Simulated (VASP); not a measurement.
# MgO (Cmcm) in VASP: further runs

MgO is run at these levels: PBEsol; tasks: single point.

Program: VASP 6.6.1. These are calculated values, not measurements. Logs are shortened: lines on timing, memory, paths and dates and some standing lists are left out, and cuts for length are marked.

### 1 The cell of the first run

It takes space group Cmcm (No. 63, orthorhombic). Conventional cell: a = 3.617 Å, b = 6.265 Å, c = 3.901 Å, α = 90.00°, β = 90.00°, γ = 90.00°. Within 2.6 Å of Mg (site symmetry m2m) lie 5 O at 1.95 to 2.10 Å. O (site symmetry m2m) has 5 Mg at 1.95 to 2.10 Å within 2.6 Å.

### 2 Single point, PBEsol (mode 5 frozen in at +0.049 Å, strain +e along z and -e/2 along x and y -0.0700)

The input, INCAR:

```
  PREC = Accurate
  ENCUT = 520
  EDIFF = 1E-6
  ISMEAR = 0
  SIGMA = 0.05
  LREAL = False
  LASPH = True
  NELM = 60
  ALGO = Normal
  ISIF = 2
  LWAVE = False
  LCHARG = True
  GGA = PS
  LELF = True
  LVHAR = True
  NBANDS = 16
```

The input, KPOINTS:

```
regular mesh
0
Gamma
  9 9 6
```

The input, POSCAR:

```
MgO
1.0
    3.6170832098      0.0000000000      0.0000000000
   -1.8085416049      3.1324859473      0.0000000000
    0.0000000000      0.0000000000      3.9010833038
Mg O
2 2
Direct
    0.6747286342      0.3494572684      0.7500000000
    0.3252713658      0.6505427316      0.2500000000
    0.6607307308      0.3214614617      0.2500000000
    0.3392692692      0.6785385383      0.7500000000
```

Potentials or basis: VASP PAW PBE potentials, release 64 (Mg, O).

Command:

```sh
cat potpaw_PBE.64/Mg/POTCAR potpaw_PBE.64/O/POTCAR > POTCAR
mpirun -np 1 vasp_std > vasp.out
```

OUTCAR:

```text
PREC = Accurate
   ENCUT = 520
   EDIFF = 1E-6
   ISMEAR = 0
   LREAL = False
   LASPH = True
   NELM = 60
   ISIF = 2
   GGA = PS

 ion  position               nearest neighbor table
   1  0.675  0.349  0.750-   3 1.95   3 1.95   4 2.08   4 2.08   4 2.10   2 2.82   2 2.82   2 2.82
                             2 2.82   2 2.93   2 2.93
   2  0.325  0.651  0.250-   4 1.95   4 1.95   3 2.08   3 2.08   3 2.10   1 2.82   1 2.82   1 2.82
                             1 2.82   1 2.93   1 2.93
   3  0.661  0.321  0.250-   1 1.95   1 1.95   2 2.08   2 2.08   2 2.10
   4  0.339  0.679  0.750-   2 1.95   2 1.95   1 2.08   1 2.08   1 2.10

  LATTYP: Found a hexagonal cell.
 ALAT       =     3.6170832098
 C/A-ratio  =     1.0785163286

  Lattice vectors:

 A1 = (   3.6170832098,   0.0000000000,   0.0000000000)
 A2 = (  -1.8085416049,   3.1324859473,   0.0000000000)
 A3 = (   0.0000000000,   0.0000000000,   3.9010833038)

Analysis of symmetry for initial positions (statically):
=====================================================================
 Subroutine PRICEL returns:
 Original cell was already a primitive cell.

 Routine SETGRP: Setting up the symmetry group for a
 hexagonal supercell.

 Subroutine GETGRP returns: Found  8 space group operations
 (whereof  4 operations were pure point group operations)
 out of a pool of 24 trial point group operations.

The static configuration has the point symmetry C_2h.
 The point group associated with its full space group is D_2h.

Analysis of symmetry for dynamics (positions and initial velocities):
=====================================================================
 Subroutine PRICEL returns:
 Original cell was already a primitive cell.

 Routine SETGRP: Setting up the symmetry group for a
 hexagonal supercell.

 Subroutine GETGRP returns: Found  8 space group operations
 (whereof  4 operations were pure point group operations)
 out of a pool of 24 trial point group operations.

The dynamic configuration has the point symmetry C_2h.
 The point group associated with its full space group is D_2h.

 Subroutine INISYM returns: Found  8 space group operations
 (whereof  4 operations are pure point group operations),
 and found     1 'primitive' translations

----------------------------------------------------------------------------------------

                                     Primitive cell

  volume of cell :      44.2011

  direct lattice vectors                    reciprocal lattice vectors
     3.617083210  0.000000000  0.000000000     0.276465854  0.159617635  0.000000000
    -1.808541605  3.132485947  0.000000000     0.000000000  0.319235271  0.000000000
     0.000000000  0.000000000  3.901083304     0.000000000  0.000000000  0.256339053

  length of vectors
     3.617083210  3.617083210  3.901083304     0.319235271  0.319235271  0.256339053

  position of ions in fractional coordinates (direct lattice)
     0.674728634  0.349457268  0.750000000
     0.325271366  0.650542732  0.250000000
     0.660730731  0.321461462  0.250000000
     0.339269269  0.678538538  0.750000000

  ion indices of the primitive-cell ions
   primitive index   ion index
                 1           1
                 2           2
                 3           3
                 4           4

----------------------------------------------------------------------------------------

 KPOINTS: regular mesh

Automatic generation of k-mesh.
 Grid dimensions read from file:
 generate k-points for:    9    9    6

 Generating k-lattice:

  Cartesian coordinates                     Fractional coordinates (reciprocal lattice)
     0.030718428  0.017735293  0.000000000     0.111111111  0.000000000  0.000000000
     0.000000000  0.035470586  0.000000000     0.000000000  0.111111111  0.000000000
     0.000000000  0.000000000  0.042723176     0.000000000  0.000000000  0.166666667

  Length of vectors
     0.035470586  0.035470586  0.042723176

  Shift w.r.t. Gamma in fractional coordinates (k-lattice)
     0.000000000  0.000000000  0.000000000

 Subroutine IBZKPT returns following result:
 ===========================================

 Found    100 irreducible k-points:

 Following reciprocal coordinates:
            Coordinates               Weight
  0.000000  0.000000  0.000000      1.000000
  0.111111 -0.000000  0.000000      4.000000
  0.000000  0.111111  0.000000      2.000000
  0.222222 -0.000000  0.000000      4.000000
  0.000000  0.222222  0.000000      2.000000
  0.333333 -0.000000  0.000000      4.000000
[... 16 lines left out ...]
 -0.222222 -0.444444  0.000000      4.000000
  0.444444  0.333333  0.000000      4.000000
 [... further k-points ...]
   k-points           NKPTS =    100   k-points in BZ     NKDIM =    100   number of bands    NBANDS=     16
   number of dos      NEDOS =    301   number of ions     NIONS =      4
   total plane-waves  NPLWV =  23520
   dimension x,y,z NGX =    28 NGY =   28 NGZ =   30
   dimension x,y,z NGXF=    56 NGYF=   56 NGZF=   60
   ions per type =               2   2
   NGX,Y,Z   is equivalent  to a cutoff of  12.87, 12.87, 12.78 a.u.
   NGXF,Y,Z  is equivalent  to a cutoff of  25.74, 25.74, 25.57 a.u.
 SYSTEM =  unknown system
   PREC   = accura    normal or accurate (medium, high low for compatibility)
   ISTART =      0    job   : 0-new  1-cont  2-samecut
   ICHARG =      2    charge: 1-file 2-atom 10-const
   ISPIN  =      1    spin polarized calculation?
   LNONCOLLINEAR =      F non collinear calculations
   LSORBIT =      F    spin-orbit coupling
   LASPH  =      T    aspherical Exc in radial PAW
   ENCUT  =  520.0 eV  38.22 Ry    6.18 a.u.   6.73  6.73  7.25*2*pi/ulx,y,z
   NELM   =     60;   NELMIN=  2; NELMDL= -5     # of ELM steps
   EDIFF  = 0.1E-05   stopping-criterion for ELM
   LREAL  =      F    real-space projection
   EDIFFG = 0.1E-04   stopping-criterion for IOM
   NSW    =      0    number of steps for IOM
   IBRION =     -1    ionic relax: 0-MD 1-quasi-New 2-CG
   NFREE  =      0    steps in history (QN), initial steepest desc. (CG)
   ISIF   =      2    stress and relaxation
   ISYM   =      2    0-nonsym 1-usesym 2-fastsym
   POTIM  = 0.5000    time-step for ionic-motion
   TEBEG  =    0.0;   TEEND  =   0.0 temperature during run
   PSTRESS=    0.0 pullay stress
   NELECT =      16.0000    total number of electrons
   NUPDOWN=      -1.0000    fix difference up-down
   EMIN   =  10.00;   EMAX   =-10.00  energy-range for DOS
   EFERMI =   0.00;   METHOD = LEGACY
   ISMEAR =     0;   SIGMA  =   0.05  broadening in eV -4-tet -1-fermi 0-gaus
   EFERMI_NEDOS =   21; number of points for ismear=-14 and -15
   IALGO  =     38    algorithm
   IMIX   =      4    mixing-type and parameters
     AMIX     =   0.40;   BMIX     =  1.00
     AMIX_MAG =   1.60;   BMIX_MAG =  1.00
  volume/ion in A,a.u.               =      11.05        74.57
  Fermi-wavevector in a.u.,A,eV,Ry     =   1.166730  2.204801 18.521067  1.361260
  Thomas-Fermi vector in A             =   2.303240
   LORBIT       =      0    0 simple, 1 ext, 2 COOP (PROOUT), +10 PAW based schemes
   GGA     = PS    functional components
   LHFCALC =     F    Hartree Fock is set to
   AEXX    =    0.0000 exact exchange contribution
   IVDW    =     0    specifies the selected vdW correction
   LEPSILON=     F    determine dielectric tensor
   LRPA    =     F    only Hartree local field effects (RPA)
 non-spin polarized calculation
 Gauss-broadening in eV      SIGMA  =   0.05
  energy-cutoff  :      520.00
  volume of cell :       44.20
 maximum number of plane-waves:      1204
   NGX = 13   NGY = 13   NGZ = 15

 number of electron      15.9999999 magnetization

 Free energy of the ion-electron system (eV)
  ---------------------------------------------------
  ext. energy  EPLUGINS =         0.00000000
  ---------------------------------------------------
  free energy    TOTEN  =       -24.51300610 eV

  energy without entropy =      -24.51300610  energy(sigma->0) =      -24.51300610

 E-fermi :   1.8994     XC(G=0): -10.2461

 val. band max:        1.6444285637   @ k =   0.0000   0.0000   0.0000
 cond. band min:       5.0350850184   @ k =   0.0000   0.0000   0.0000
 fundamental gap:      3.3906564547
 Fermi energy:         1.8993664898

 k-point     1 :       0.0000    0.0000    0.0000
  band No.  band energies     occupation
      1     -15.0835      2.00000
      2     -13.5196      2.00000
      3      -1.6068      2.00000
      4      -0.1589      2.00000
      5      -0.0840      2.00000
      6       1.0024      2.00000
[... 8 lines left out ...]
     15      16.9084      0.00000
     16      17.3694      0.00000

 k-point     2 :       0.1111   -0.0000    0.0000
  band No.  band energies     occupation
      1     -15.0269      2.00000
      2     -13.5419      2.00000
      3      -1.5255      2.00000
      4      -0.2875      2.00000
      5      -0.2152      2.00000
      6       0.7681      2.00000
[... 8 lines left out ...]
     15      16.4863      0.00000
     16      17.0798      0.00000

 k-point     3 :       0.0000    0.1111    0.0000
  band No.  band energies     occupation
      1     -15.0250      2.00000
      2     -13.5454      2.00000
      3      -1.5216      2.00000
      4      -0.2952      2.00000
      5      -0.1983      2.00000
      6       0.9113      2.00000
[... 8 lines left out ...]
     15      16.8041      0.00000
     16      16.9531      0.00000

 k-point     4 :       0.2222   -0.0000    0.0000
  band No.  band energies     occupation
      1     -14.8705      2.00000
      2     -13.6117      2.00000
      3      -1.2932      2.00000
      4      -0.7715      2.00000
      5      -0.4397      2.00000
      6       0.4266      2.00000
[... 8 lines left out ...]
     15      15.7404      0.00000
     16      17.0562      0.00000

 k-point     5 :       0.0000    0.2222    0.0000
  band No.  band energies     occupation
      1     -14.8618      2.00000
      2     -13.6261      2.00000
      3      -1.2759      2.00000
      4      -0.7160      2.00000
      5      -0.4294      2.00000
      6       0.4740      2.00000
[... 8 lines left out ...]
     15      16.1998      0.00000
     16      16.4881      0.00000

 k-point     6 :       0.3333   -0.0000    0.0000
  band No.  band energies     occupation
      1     -14.6544      2.00000
      2     -13.7284      2.00000
      3      -1.3472      2.00000
      4      -0.9533      2.00000
      5      -0.6360      2.00000
      6       0.2541      2.00000
[... 8 lines left out ...]
     15      15.2479      0.00000
     16      17.3767      0.00000
[... 267 lines left out ...]
 k-point    21 :      -0.4444    0.2222    0.0000
  band No.  band energies     occupation
      1     -14.5413      2.00000
      2     -13.7955      2.00000
      3      -1.6194      2.00000
      4      -0.7685      2.00000
      5      -0.6021      2.00000
      6       0.1816      2.00000
[... 8 lines left out ...]
     15      16.2446      0.00000
     16      17.3068      0.00000

 k-point    22 :       0.3333    0.2222    0.0000
  band No.  band energies     occupation
      1     -14.3297      2.00000
      2     -13.9619      2.00000
      3      -1.8574      2.00000
      4      -0.5330      2.00000
      5      -0.3899      2.00000
      6       0.0242      2.00000
[... 8 lines left out ...]
     15      16.1489      0.00000
     16      17.0980      0.00000

 k-point    23 :      -0.2222   -0.4444    0.0000
  band No.  band energies     occupation
      1     -14.2948      2.00000
      2     -14.0016      2.00000
      3      -1.8203      2.00000
      4      -0.5114      2.00000
      5      -0.3186      2.00000
      6      -0.0070      2.00000
[... 8 lines left out ...]
     15      16.4006      0.00000
     16      16.5129      0.00000

 k-point    24 :       0.4444    0.3333    0.0000
  band No.  band energies     occupation
      1     -14.3487      2.00000
      2     -13.9397      2.00000
      3      -1.8802      2.00000
      4      -0.5332      2.00000
      5      -0.4286      2.00000
      6       0.0221      2.00000
[... 8 lines left out ...]
     15      16.3235      0.00000
     16      17.3410      0.00000

 [... further k-points ...]
[... 5 lines left out ...]
  --------------------------------------------------------------------------------------
  -------------------------------------------------------------------------------------
  Total       -1.0647334     -1.1797672      5.6103998      0.0000000      0.0000000      0.0000000
  in kB      -38.5938938    -42.7635802    203.3628108      0.0000000      0.0000000      0.0000000
  external PRESSURE =      40.6684456 kB  Pullay stress =       0.0000000 kB

 VOLUME and BASIS-vectors are now :
 -----------------------------------------------------------------------------
  energy-cutoff  :      520.00
  volume of cell :       44.20
      direct lattice vectors                 reciprocal lattice vectors
     3.617083210  0.000000000  0.000000000     0.276465854  0.159617635  0.000000000
    -1.808541605  3.132485947  0.000000000     0.000000000  0.319235271  0.000000000
     0.000000000  0.000000000  3.901083304     0.000000000  0.000000000  0.256339053

 POSITION                                       TOTAL-FORCE (eV/Angst)
 -----------------------------------------------------------------------------------
      1.80854      1.09467      2.92581         0.000000     -0.326557     -0.000000
      0.00000      2.03782      0.97527        -0.000000      0.326557     -0.000000
      1.80854      1.00697      0.97527         0.000000      0.250069      0.000000
      0.00000      2.12551      2.92581         0.000000     -0.250069     -0.000000
 -----------------------------------------------------------------------------------
    total drift:                                0.000000     -0.000000      0.000000

  FREE ENERGIE OF THE ION-ELECTRON SYSTEM (eV)
  ---------------------------------------------------
  free  energy   TOTEN  =       -24.5130061032 eV

  energy  without entropy=      -24.5130061032  energy(sigma->0) =      -24.51300610
```

Run time: 24 s. Hardware: 1 thread of Intel Xeon 6975P-C (Granite Rapids), shared host; peak memory 0.19 GiB.

What came out:

| Property | Result |
| --- | --- |
| Free energy | -24.5130 eV |
| Pressure | 4.1 GPa |
| Largest force | 0.327 eV/Å |
| Band gap on the k mesh | 3.39 eV, direct |

Forces in eV/Å, atoms in the order of the input:
```
Mg   0.000 -0.327  0.000
Mg   0.000  0.327  0.000
O    0.000  0.250  0.000
O    0.000 -0.250  0.000
```

Levels at points of the mesh, in eV from the valence-band top:
| k point | band 4 | band 5 | band 6 | band 7 | band 8 | band 9 | band 10 | band 11 | band 12 | band 13 |
| --- | --- | --- | --- | --- | --- | --- | --- | --- | --- | --- |
| (0.00, 0.00, 0.00) | -1.80 | -1.73 | -0.64 | -0.43 | 0.00 | 3.39 | 9.99 | 11.69 | 12.19 | 13.13 |
| (0.00, 0.00, 0.50) | -2.38 | -1.20 | -1.20 | -1.15 | -1.15 | 6.54 | 6.54 | 12.23 | 12.23 | 12.29 |

Caveat: the cell differs from its parent crystal (mode 5 frozen in at +0.049 Å, strain +e along z and -e/2 along x and y -0.0700); the PAW data sets were made with another functional, which shifts forces and pressure a little.

(Part 1 of 3 ends here.)
